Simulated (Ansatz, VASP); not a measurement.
**TaN in VASP and in Ansatz**

```
Ta N
1.0
     5.19600    0.00000    0.00000
    -2.59800    4.49987    0.00000
     0.00000    0.00000    2.91100
Ta N
3 3
Direct
  0.33333 0.66667 0.50000
  0.66667 0.33333 0.50000
  0.00000 0.00000 0.00000
  0.39285 0.00000 0.00000
  0.60715 0.60715 0.00000
  0.00000 0.39285 0.00000
```

Alike in both runs: task relaxation of cell and atoms; functional LDA; k mesh 7 × 7 × 11; occupations fermi-dirac, width 0.1 eV; no spin polarisation.

|  | VASP | Ansatz |
| --- | --- | --- |
| version | VASP 6.6.1 | Ansatz 0.2.0 |
| potentials or method | VASP PAW LDA potentials, release 64 (Ta_pv, N), cutoff 600 eV | PAW plane waves |
| valence electrons in the cell | 48 | 54 |

Ansatz gave:

| Item | Value |
| --- | --- |
| gap on the k mesh at the Fermi level, each at its own relaxed structure (eV) | none |
| relaxed volume (Å³/atom) | 11.00 |
| relaxed cell length with the largest relative difference (Å) | 5.150 |

Question: Which values does VASP return?

Answer: gap on the k mesh at the Fermi level, each at its own relaxed structure (eV): none; relaxed volume (Å³/atom): 11.06; relaxed cell length with the largest relative difference (Å): 5.159.

Ansatz warns that its potentials were made for another functional, while VASP's fit it. LDA's correlation is that of Perdew and Zunger in VASP and of Perdew and Wang (1992) in Ansatz. A gap of «none» marks a metal or a gap that the smearing closes. VASP's potentials hold 48 valence electrons a cell and Ansatz's 54, so a difference there can come from the potentials and not from the codes.

Neither program's run includes spin-orbit coupling.
